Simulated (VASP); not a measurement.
# CuI (Cmcm) in VASP: further runs, part 2 of 3

VASP 6.6.1. The steps go on from the part before.

## (4) Electric field gradients, PBE (volume scaled by 1.06)

Input file INCAR:

```
  PREC = Accurate
  ENCUT = 520
  EDIFF = 1E-8
  ISMEAR = -1
  SIGMA = 0.02
  LREAL = False
  LASPH = True
  NELM = 60
  ALGO = Normal
  ISIF = 2
  LWAVE = False
  LCHARG = False
  GGA = PE
  LEFG = True
  NBANDS = 26
```

Input file KPOINTS:

```
regular mesh
0
Gamma
  5 5 6
```

Input file POSCAR:

```
CuI
1.0
    3.8063855430     -3.7838712480      0.0000000000
    3.8063855430      3.7838712480      0.0000000000
    0.0000000000      0.0000000000      4.3914700505
Cu I
2 2
Direct
    0.4204388300      0.5795611700      0.7500000000
    0.5795611700      0.4204388300      0.2500000000
    0.7700426800      0.2299573200      0.7500000000
    0.2299573200      0.7700426800      0.2500000000
```

Potentials or basis: VASP PAW PBE potentials, release 64 (Cu, I).

The run is started by

```sh
cat potpaw_PBE.64/Cu/POTCAR potpaw_PBE.64/I/POTCAR > POTCAR
mpirun -np 1 vasp_std > vasp.out
```

OUTCAR:

```text
PREC = Accurate
   ENCUT = 520
   EDIFF = 1E-8
   ISMEAR = -1
   LREAL = False
   LASPH = True
   NELM = 60
   ISIF = 2
   GGA = PE

 ion  position               nearest neighbor table
   1  0.420  0.580  0.750-   2 2.50   2 2.50   4 2.63   4 2.63   3 2.65
   2  0.580  0.420  0.250-   1 2.50   1 2.50   3 2.63   3 2.63   4 2.65
   3  0.770  0.230  0.750-   2 2.63   2 2.63   1 2.65
   4  0.230  0.770  0.250-   1 2.63   1 2.63   2 2.65

  LATTYP: Found a base centered orthorhombic cell.
 ALAT       =     7.5677424960
 B/A-ratio  =     1.0059500690
 C/A-ratio  =     0.5802879859

  Lattice vectors:

 A1 = (  -3.8063855430,  -3.7838712480,   0.0000000000)
 A2 = (   3.8063855430,  -3.7838712480,   0.0000000000)
 A3 = (   0.0000000000,   0.0000000000,   4.3914700505)

Analysis of symmetry for initial positions (statically):
=====================================================================
 Subroutine PRICEL returns:
 Original cell was already a primitive cell.

 Routine SETGRP: Setting up the symmetry group for a
 base centered orthorhombic supercell.

 Subroutine GETGRP returns: Found  8 space group operations
 (whereof  4 operations were pure point group operations)
 out of a pool of  8 trial point group operations.

The static configuration has the point symmetry C_2h.
 The point group associated with its full space group is D_2h.

Analysis of symmetry for dynamics (positions and initial velocities):
=====================================================================
 Subroutine PRICEL returns:
[... 866 lines left out ...]
------------------------ aborting loop because EDIFF is reached ----------------------------------------

  FORCE on cell =-STRESS in cart. coord.  units (eV):
  Direction    XX          YY          ZZ          XY          YZ          ZX
  --------------------------------------------------------------------------------------
  -------------------------------------------------------------------------------------
  Total        0.3973367     -0.9360963     -1.1861535      0.0000000      0.0000000      0.0000000
  in kB        5.0324582    -11.8561058    -15.0231993      0.0000000      0.0000000      0.0000000
  external PRESSURE =      -7.2822823 kB  Pullay stress =       0.0000000 kB

 VOLUME and BASIS-vectors are now :
 -----------------------------------------------------------------------------
  energy-cutoff  :      520.00
  volume of cell :      126.50
      direct lattice vectors                 reciprocal lattice vectors
     3.806385543 -3.783871248  0.000000000     0.131358212 -0.132139803  0.000000000
     3.806385543  3.783871248  0.000000000     0.131358212  0.132139803  0.000000000
     0.000000000  0.000000000  4.391470050     0.000000000  0.000000000  0.227714180

 POSITION                                       TOTAL-FORCE (eV/Angst)
 -----------------------------------------------------------------------------------
      3.80639      0.60210      3.29360         0.000000      0.011103      0.000000
      3.80639     -0.60210      1.09787         0.000000     -0.011103      0.000000
      3.80639     -2.04361      3.29360         0.000000      0.296353     -0.000000
      3.80639      2.04361      1.09787         0.000000     -0.296353     -0.000000
 -----------------------------------------------------------------------------------
    total drift:                                0.000000     -0.000000      0.000000

  FREE ENERGIE OF THE ION-ELECTRON SYSTEM (eV)
  ---------------------------------------------------
  free  energy   TOTEN  =       -10.9375741728 eV

  energy  without entropy=      -10.9375741728  energy(sigma->0) =      -10.93757417

 Electric field gradients (V/A^2)
---------------------------------------------------------------------
 ion       V_xx      V_yy      V_zz      V_xy      V_xz      V_yz
---------------------------------------------------------------------
   1      44.937   -11.384   -33.554     0.000    -0.000    -0.000
   2      44.937   -11.384   -33.554    -0.000     0.000     0.000
   3    -423.022   312.071   110.952    -0.000     0.000    -0.000
   4    -423.022   312.071   110.952     0.000    -0.000     0.000
---------------------------------------------------------------------

 Electric field gradients after diagonalization (V/A^2)
 (convention: |V_zz| > |V_xx| > |V_yy|)
----------------------------------------------------------------------
 ion       V_xx      V_yy      V_zz     asymmetry (V_yy - V_xx)/ V_zz
----------------------------------------------------------------------
   1     -33.554   -11.384    44.937       0.493
   2     -33.554   -11.384    44.937       0.493
   3     312.071   110.952  -423.022       0.475
   4     312.071   110.952  -423.022       0.475
----------------------------------------------------------------------

           NMR quadrupolar parameters

 Cq : quadrupolar parameter    Cq=e*Q*V_zz/h
 eta: asymmetry parameters     (V_yy - V_xx)/ V_zz
 Q  : nuclear electric quadrupole moment in mb (millibarn)
----------------------------------------------------------------------
 ion       Cq(MHz)       eta       Q (mb)
----------------------------------------------------------------------
   1       0.109       0.493       1.000
   2       0.109       0.493       1.000
   3      -1.023       0.475       1.000
   4      -1.023       0.475       1.000
----------------------------------------------------------------------
```

OSZICAR:

```text
N       E                     dE             d eps       ncg     rms          rms(c)
DAV:   1     0.268727898484E+03    0.26873E+03   -0.14740E+04  1872   0.142E+03
DAV:   2     0.152786102285E+02   -0.25345E+03   -0.24016E+03  1880   0.298E+02
DAV:   3    -0.102077938067E+02   -0.25486E+02   -0.24913E+02  2530   0.117E+02
DAV:   4    -0.115327990204E+02   -0.13250E+01   -0.13208E+01  2534   0.243E+01
[... 11 lines left out ...]
DAV:  16    -0.109375742213E+02    0.56302E-07   -0.54019E-07  2824   0.138E-02    0.242E-03
DAV:  17    -0.109375741727E+02    0.48626E-07   -0.18702E-07  2994   0.709E-03    0.184E-03
DAV:  18    -0.109375741542E+02    0.18435E-07   -0.89706E-08  2778   0.770E-03    0.832E-04
DAV:  19    -0.109375741662E+02   -0.11918E-07   -0.14151E-08  1148   0.199E-03    0.437E-04
DAV:  20    -0.109375741728E+02   -0.66393E-08   -0.82786E-09  1052   0.733E-04
   1 F= -.10937574E+02 E0= -.10937574E+02  d E =-.513434E-11
```

Wall time 3.7 min (1 thread of AMD EPYC 7R43 (Zen 3), shared host); peak memory 0.25 GiB.

What came out:

```
Free energy            : -10.9376 eV
Pressure               : -0.7 GPa
Largest force          : 0.296 eV/Å
Band gap on the k mesh : 0.98 eV, direct
```

Forces in eV/Å, atoms in the order of the input:
```
Cu   0.000  0.011  0.000
Cu   0.000 -0.011  0.000
I    0.000  0.296  0.000
I    0.000 -0.296  0.000
```

Levels at points of the mesh, in eV from the valence-band top:
```tsv
k point	band 15	band 16	band 17	band 18	band 19	band 20	band 21	band 22
(0.00, 0.00, 0.00)	-1.60	-1.33	-0.83	0.00	0.98	2.00	2.46	4.69
(0.00, 0.00, 0.50)	-1.61	-1.61	-1.46	-1.46	3.50	3.50	3.96	3.96
```

Electric field gradients, principal values (V/Å²):
| atom | least | middle | greatest (by size) |
| --- | --- | --- | --- |
| 1 Cu | -11.384 | -33.554 | 44.937 |
| 2 Cu | -11.384 | -33.554 | 44.937 |
| 3 I | 110.952 | 312.071 | -423.022 |
| 4 I | 110.952 | 312.071 | -423.022 |

Caveat: without QUAD_EFG the Cq values of the log hold for a quadrupole moment of 1 mb, not for the nuclei; spin-orbit coupling is left out, which moves the levels of the heavy elements. A k mesh can miss the band edges.

## (5) Electric field gradients, PBE (volume scaled by 0.94)

Input file INCAR:

```
SYSTEM = CuI
PREC = Accurate ; ENCUT = 520
EDIFF = 1E-8 ; ISMEAR = -1
SIGMA = 0.02 ; LREAL = .FALSE.
LASPH = .TRUE. ; NELM = 80
ALGO = Normal ; ISIF = 2
LWAVE = .FALSE. ; LCHARG = .FALSE.
GGA = PE ; LEFG = .TRUE.
NBANDS = 26
```

Input file KPOINTS:

```
regular mesh
0
G
  5 5 6
  0 0 0
```

Input file POSCAR:

```
CuI
1.0
    3.6569591127     -3.6353286563      0.0000000000
    3.6569591127      3.6353286563      0.0000000000
    0.0000000000      0.0000000000      4.2190750878
Cu I
2 2
Direct
    0.4204388300      0.5795611700      0.7500000000
    0.5795611700      0.4204388300      0.2500000000
    0.7700426800      0.2299573200      0.7500000000
    0.2299573200      0.7700426800      0.2500000000
```

Potentials or basis: VASP PAW PBE potentials, release 64 (Cu, I).

The run is started by

```sh
cat potpaw_PBE.64/Cu/POTCAR potpaw_PBE.64/I/POTCAR > POTCAR
mpirun -np 1 vasp_std > vasp.out
```

OUTCAR:

```text
SYSTEM = CuI
   PREC = Accurate
   ENCUT = 520
   EDIFF = 1E-8
   ISMEAR = -1
   LREAL = .FALSE.
   LASPH = .TRUE.
   NELM = 80
   ISIF = 2
   GGA = PE

 ion  position               nearest neighbor table
   1  0.420  0.580  0.750-   2 2.41   2 2.41   4 2.52   4 2.52   3 2.54
   2  0.580  0.420  0.250-   1 2.41   1 2.41   3 2.52   3 2.52   4 2.54
   3  0.770  0.230  0.750-   2 2.52   2 2.52   1 2.54
   4  0.230  0.770  0.250-   1 2.52   1 2.52   2 2.54

  LATTYP: Found a base centered orthorhombic cell.
 ALAT       =     7.2706573126
 B/A-ratio  =     1.0059500690
 C/A-ratio  =     0.5802879859

  Lattice vectors:

 A1 = (  -3.6569591127,  -3.6353286563,   0.0000000000)
 A2 = (   3.6569591127,  -3.6353286563,   0.0000000000)
 A3 = (   0.0000000000,   0.0000000000,   4.2190750878)

Analysis of symmetry for initial positions (statically):
=====================================================================
 Subroutine PRICEL returns:
 Original cell was already a primitive cell.

 Routine SETGRP: Setting up the symmetry group for a
 base centered orthorhombic supercell.

 Subroutine GETGRP returns: Found  8 space group operations
 (whereof  4 operations were pure point group operations)
 out of a pool of  8 trial point group operations.

The static configuration has the point symmetry C_2h.
 The point group associated with its full space group is D_2h.

Analysis of symmetry for dynamics (positions and initial velocities):
=====================================================================
 Subroutine PRICEL returns:
 Original cell was already a primitive cell.

 Routine SETGRP: Setting up the symmetry group for a
 base centered orthorhombic supercell.

 Subroutine GETGRP returns: Found  8 space group operations
 (whereof  4 operations were pure point group operations)
 out of a pool of  8 trial point group operations.

The dynamic configuration has the point symmetry C_2h.
 The point group associated with its full space group is D_2h.

 Subroutine INISYM returns: Found  8 space group operations
 (whereof  4 operations are pure point group operations),
 and found     1 'primitive' translations

----------------------------------------------------------------------------------------

                                     Primitive cell

  volume of cell :     112.1789

  direct lattice vectors                    reciprocal lattice vectors
     3.656959113 -3.635328656  0.000000000     0.136725619 -0.137539146  0.000000000
     3.656959113  3.635328656  0.000000000     0.136725619  0.137539146  0.000000000
     0.000000000  0.000000000  4.219075088     0.000000000  0.000000000  0.237018773

  length of vectors
     5.156448816  5.156448816  4.219075088     0.193935329  0.193935329  0.237018773

  position of ions in fractional coordinates (direct lattice)
     0.420438830  0.579561170  0.750000000
     0.579561170  0.420438830  0.250000000
     0.770042680  0.229957320  0.750000000
[... 93 lines left out ...]
   EMIN   =  10.00;   EMAX   =-10.00  energy-range for DOS
   EFERMI =   0.00;   METHOD = LEGACY
   ISMEAR =    -1;   SIGMA  =   0.02  broadening in eV -4-tet -1-fermi 0-gaus
   EFERMI_NEDOS =   21; number of points for ismear=-14 and -15
   IALGO  =     38    algorithm
   IMIX   =      4    mixing-type and parameters
     AMIX     =   0.40;   BMIX     =  1.00
     AMIX_MAG =   1.60;   BMIX_MAG =  1.00
  volume/ion in A,a.u.               =      28.04       189.26
  Fermi-wavevector in a.u.,A,eV,Ry     =   1.120827  2.118056 17.092367  1.256254
  Thomas-Fermi vector in A             =   2.257476
   LORBIT       =      0    0 simple, 1 ext, 2 COOP (PROOUT), +10 PAW based schemes
   GGA     = PE    functional components
   LHFCALC =     F    Hartree Fock is set to
   AEXX    =    0.0000 exact exchange contribution
   IVDW    =     0    specifies the selected vdW correction
   LEPSILON=     F    determine dielectric tensor
   LRPA    =     F    only Hartree local field effects (RPA)
 non-spin polarized calculation
  energy-cutoff  :      520.00
  volume of cell :      112.18
 maximum number of plane-waves:      3067
 NGX is ok and might be reduce to    40
   NGX = 19   NGY = 19   NGZ = 15

 number of electron      36.0000031 magnetization

 Free energy of the ion-electron system (eV)
  ---------------------------------------------------
  ext. energy  EPLUGINS =         0.00000000
  ---------------------------------------------------
  free energy    TOTEN  =       -10.79748786 eV

  energy without entropy =      -10.79748786  energy(sigma->0) =      -10.79748786

 E-fermi :   4.9880     XC(G=0):  -8.8719

 val. band max:        4.5465637264   @ k =   0.0000   0.0000   0.0000
 cond. band min:       5.6518311767   @ k =   0.0000   0.0000   0.0000
 fundamental gap:      1.1052674502
 Fermi energy:         4.9879859203

 k-point     1 :       0.0000    0.0000    0.0000
  band No.  band energies     occupation
      1      -9.6742      2.00000
      2      -8.7996      2.00000
      3      -1.3691      2.00000
      4      -0.0300      2.00000
      5       0.1975      2.00000
      6       0.2341      2.00000
[... 685 lines left out ...]
     25      12.0874      0.00000
     26      12.6761      0.00000

 [... further k-points ...]

------------------------ aborting loop because EDIFF is reached ----------------------------------------

  FORCE on cell =-STRESS in cart. coord.  units (eV):
  Direction    XX          YY          ZZ          XY          YZ          ZX
  --------------------------------------------------------------------------------------
  -------------------------------------------------------------------------------------
  Total        1.0067313      3.9209814      4.3447727      0.0000000      0.0000000      0.0000000
  in kB       14.3784843     56.0008127     62.0535468      0.0000000      0.0000000      0.0000000
  external PRESSURE =      44.1442813 kB  Pullay stress =       0.0000000 kB

 VOLUME and BASIS-vectors are now :
 -----------------------------------------------------------------------------
  energy-cutoff  :      520.00
  volume of cell :      112.18
      direct lattice vectors                 reciprocal lattice vectors
     3.656959113 -3.635328656  0.000000000     0.136725619 -0.137539146  0.000000000
     3.656959113  3.635328656  0.000000000     0.136725619  0.137539146  0.000000000
     0.000000000  0.000000000  4.219075088     0.000000000  0.000000000  0.237018773

 POSITION                                       TOTAL-FORCE (eV/Angst)
 -----------------------------------------------------------------------------------
      3.65696      0.57846      3.16431         0.000000      0.265349      0.000000
      3.65696     -0.57846      1.05477         0.000000     -0.265349      0.000000
      3.65696     -1.96339      3.16431         0.000000     -0.719310     -0.000000
      3.65696      1.96339      1.05477         0.000000      0.719310     -0.000000
 -----------------------------------------------------------------------------------
    total drift:                                0.000000     -0.000000      0.000000

  FREE ENERGIE OF THE ION-ELECTRON SYSTEM (eV)
  ---------------------------------------------------
  free  energy   TOTEN  =       -10.7974878640 eV

  energy  without entropy=      -10.7974878640  energy(sigma->0) =      -10.79748786

 Electric field gradients (V/A^2)
---------------------------------------------------------------------
 ion       V_xx      V_yy      V_zz      V_xy      V_xz      V_yz
---------------------------------------------------------------------
   1      65.217   -18.009   -47.208     0.000    -0.000     0.000
   2      65.217   -18.009   -47.208    -0.000    -0.000     0.000
   3    -380.747   285.032    95.715     0.000     0.000    -0.000
   4    -380.747   285.032    95.715     0.000    -0.000     0.000
---------------------------------------------------------------------

 Electric field gradients after diagonalization (V/A^2)
 (convention: |V_zz| > |V_xx| > |V_yy|)
----------------------------------------------------------------------
 ion       V_xx      V_yy      V_zz     asymmetry (V_yy - V_xx)/ V_zz
----------------------------------------------------------------------
   1     -47.208   -18.009    65.217       0.448
   2     -47.208   -18.009    65.217       0.448
   3     285.032    95.715  -380.747       0.497
   4     285.032    95.715  -380.747       0.497
----------------------------------------------------------------------

           NMR quadrupolar parameters

 Cq : quadrupolar parameter    Cq=e*Q*V_zz/h
 eta: asymmetry parameters     (V_yy - V_xx)/ V_zz
 Q  : nuclear electric quadrupole moment in mb (millibarn)
----------------------------------------------------------------------
 ion       Cq(MHz)       eta       Q (mb)
----------------------------------------------------------------------
   1       0.158       0.448       1.000
   2       0.158       0.448       1.000
   3      -0.921       0.497       1.000
   4      -0.921       0.497       1.000
----------------------------------------------------------------------
```

Wall time 66 s (1 thread of Intel Xeon 6975P-C (Granite Rapids), shared host); peak memory 0.26 GiB.

What came out:

```yaml
Free_energy: -10.7975 eV
Pressure: 4.4 GPa
Largest_force: 0.719 eV/Å
Band_gap_on_the_k_mesh: 1.11 eV, direct
```

Forces on the atoms (eV/Å):
```
Cu   0.000  0.265  0.000
Cu   0.000 -0.265  0.000
I    0.000 -0.719  0.000
I    0.000  0.719  0.000
```

Levels at points of the mesh, in eV from the valence-band top:
```
           k point  band 16  band 17  band 18  band 19  band 20  band 21
(0.00, 0.00, 0.00)    -1.68    -1.02     0.00     1.11     1.46     2.40
(0.00, 0.00, 0.50)    -2.04    -1.77    -1.77     3.64     3.64     3.87
```

Electric field gradients, principal values (V/Å²):
```tsv
atom	least	middle	greatest (by size)
1 Cu	-18.009	-47.208	65.217
2 Cu	-18.009	-47.208	65.217
3 I	95.715	285.032	-380.747
4 I	95.715	285.032	-380.747
```

Caveat: without QUAD_EFG the Cq values of the log hold for a quadrupole moment of 1 mb, not for the nuclei; spin-orbit coupling is left out, which moves the levels of the heavy elements. A k mesh can miss the band edges.

(Continued in part 3 of 3.)
